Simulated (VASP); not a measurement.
Set up this calculation in VASP 6.6.1, as the native input.

| Item | Value |
| --- | --- |
| Task | single point |
| Functional | LDA |
| Potentials or basis | VASP PAW LDA potentials, release 64 (Mg, O) |
| Cutoff | 520 eV |
| k mesh | 12 × 12 × 6 |
| Occupations | gaussian, width 0.05 eV |
| Spin | no spin polarisation |
| Dipole correction | no |
| Further INCAR settings | ALGO = Normal; EDIFF = 1e-06; NBANDS = 16 |

The structure of MgO lies in POSCAR:

```
MgO
1.0
    3.5341423990      0.0000000000      0.0000000000
   -1.7670711995      3.0606570981      0.0000000000
    0.0000000000      0.0000000000      4.0658705033
Mg O
2 2
Direct
    0.6666666667      0.3333333333      0.7500000000
    0.3333333333      0.6666666667      0.2500000000
    0.6666666667      0.3333333333      0.2500000000
    0.3333333333      0.6666666667      0.7500000000
```

This cell differs from its parent crystal: ratio of the length along z to the lengths across it x 0.96, volume and fractional coordinates fixed.

These files were run (other wordings do the same):

INCAR

```
SYSTEM = MgO
PREC = Accurate
ENCUT = 520
EDIFF = 1E-6
ISMEAR = 0
SIGMA = 0.05
LREAL = .FALSE.
LASPH = .TRUE.
NELM = 60
ALGO = Normal
ISIF = 2
LWAVE = .FALSE.
LCHARG = .FALSE.
GGA = CA
NBANDS = 16
```

KPOINTS

```
Automatic mesh
0
G
  12 12 6
  0 0 0
```

Potentials or basis: VASP PAW LDA potentials, release 64 (Mg, O).

Run with:

```console
$ cat potpaw_LDA.64/Mg/POTCAR potpaw_LDA.64/O/POTCAR > POTCAR
$ mpirun -np 1 vasp_std > vasp.out
```

It gave:

- Pressure: -5.0 GPa
- Band gap on the k mesh: 3.38 eV, direct

It took 44 s on 1 thread of Intel(R) Xeon(R) Platinum 8259CL CPU @ 2.50GHz (Skylake/Cascade Lake) (shared host), peak memory 0.17 GiB.
